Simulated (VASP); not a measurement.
Crystal: ZnO.

```
CELL_PARAMETERS angstrom
3.26019 0.00000 0.00000
-1.63010 2.82341 0.00000
0.00000 0.00000 5.22109
ATOMIC_POSITIONS crystal
Zn 0.33333 0.66667 0.00000
Zn 0.66667 0.33333 0.50000
O 0.33333 0.66667 0.38210
O 0.66667 0.33333 0.88210
```

* Program: VASP 6.6.1
* Task: relaxation of cell and atoms
* Functional: PBE
* Potentials or basis: VASP PAW PBE potentials, release 64 (Zn, O)
* Cutoff: 600 eV
* k mesh: 12 × 12 × 8
* Occupations: gaussian, width 0.05 eV
* Spin: no spin polarisation

At the start: pressure 4.3 GPa; volume 12.01 Å³/atom.

Where does the relaxation end?

Over 9 steps the energy falls by 5.2 meV/atom and the volume is 12.40 Å³/atom (+3.2 %); space group P6_3mc (No. 186, to 0.1 Å) before and after.

Step by step:
```csv
step,energy change (eV),largest force (eV/Å),pressure (GPa),volume (Å³)
1,0.0000,0.0322,4.33,48.06
2,-0.0154,0.0228,-1.95,50.35
3,-0.0200,0.0258,0.01,49.58
4,-0.0200,0.0257,-0.08,49.61
5,-0.0202,0.0235,-0.05,49.62
6,-0.0206,0.0170,-0.10,49.62
7,-0.0206,0.0147,-0.06,49.62
8,-0.0207,0.0097,0.06,49.57
9,-0.0207,0.0000,0.00,49.59
```

Final structure:
```
Zn O
1.0
     3.28583    0.00000    0.00000
    -1.64291    2.84561    0.00000
     0.00000    0.00000    5.30327
Zn O
2 2
Direct
  0.33333 0.66667 0.00151
  0.66667 0.33333 0.50151
  0.33333 0.66667 0.38059
  0.66667 0.33333 0.88059
```
